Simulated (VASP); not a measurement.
A run of VASP 6.6.1:

File INCAR:

```
PREC     = Accurate       # precision mode
ENCUT    = 520            # plane-wave cutoff, eV
EDIFF    = 1E-6           # SCF threshold, eV
ISMEAR   = 0              # smearing method
SIGMA    = 0.05           # smearing width, eV
LREAL    = False          # projectors in reciprocal space
LASPH    = True           # aspherical terms in the spheres
NELM     = 80             # most SCF steps
ALGO     = Normal         # electronic algorithm
ISIF     = 2              # what is computed and relaxed
LWAVE    = False          # write WAVECAR
LCHARG   = False          # write CHGCAR
GGA      = PS             # functional
NBANDS   = 16             # bands
```

File KPOINTS:

```
regular mesh
0
Gamma
  10 10 10
```

File POSCAR:

```
GaAs
1.0
    0.0000000000      2.8324548883      2.8324548883
    2.8324548883      0.0000000000      2.8324548883
    2.8324548883      2.8324548883      0.0000000000
Ga As
1 1
Direct
    0.0000000000      0.0000000000      0.0000000000
    0.7500000000      0.7500000000      0.7500000000
```

Potentials or basis: VASP PAW PBE potentials, release 64 (Ga_d, As).

Command:

```bash
$ cat potpaw_PBE.64/Ga_d/POTCAR potpaw_PBE.64/As/POTCAR > POTCAR
$ mpirun -np 1 vasp_std > vasp.out
```

Hardware: 1 thread of Intel(R) Xeon(R) 6975P-C (Granite Rapids), with other jobs on the host.

**Question.** How long does it take, and how much memory?

**Answer.** Wall time 20 s on 1 thread of Intel(R) Xeon(R) 6975P-C (Granite Rapids), with other jobs on the host, peak memory 0.17 GiB. Counts: scf iterations 12, k points 47.
